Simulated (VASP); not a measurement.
Tb4WO, 6 atoms in the cell. The structure is hexagonal, space group P6/mmm (No. 191). Conventional cell: a = 5.049 Å, b = 5.049 Å, c = 6.734 Å, α = 90.00°, β = 90.00°, γ = 120.00°. Within 3.6 Å of Tb (site symmetry 3m) lie 4 Tb at 2.73 to 2.91 Å and 3 O at 3.22 Å and 3 W at 3.54 Å. W (site symmetry 6/mmm) has 2 O at 3.37 Å and 12 Tb at 3.54 Å within 4.4 Å. O (site symmetry 6/mmm) has 12 Tb at 3.22 Å and 2 W at 3.37 Å within 4.2 Å. The cell was generated, and may not be a known phase.

| Quantity | Value |
| --- | --- |
| Program | VASP 6.6.1 |
| Task | relaxation of cell and atoms |
| Functional | PBE |
| Potentials or basis | VASP PAW PBE potentials, release 64 (Tb_3, W_sv, O), 4f in core |
| Cutoff | 600 eV |
| k mesh | 4 × 4 × 3 |
| Occupations | gaussian, width 0.2 eV |
| Spin | no spin polarisation |
| Dipole correction | no |
| Further INCAR settings | ALGO = Normal; EDIFF = 1e-07; IBRION = 2; EDIFFG = -0.08; NSW = 36; ISIF = 3 |

Potentials or basis: VASP PAW PBE potentials, release 64 (Tb_3, W_sv, O), 4f in core.

The run is started by

```bash
$ cat potpaw_PBE.64/Tb_3/POTCAR potpaw_PBE.64/W_sv/POTCAR potpaw_PBE.64/O/POTCAR > POTCAR
$ mpirun -np 1 vasp_std > vasp.out
```

Hardware: 1 thread of Intel(R) Xeon(R) 6975P-C (Granite Rapids), with other jobs on the host.

**Question.** Estimate the wall time of this run.

**Answer.** It took 4.3 min on 1 thread of Intel(R) Xeon(R) 6975P-C (Granite Rapids) (shared host), peak memory 0.32 GiB. Counts: scf iterations 113, k points 8, ion steps 9.
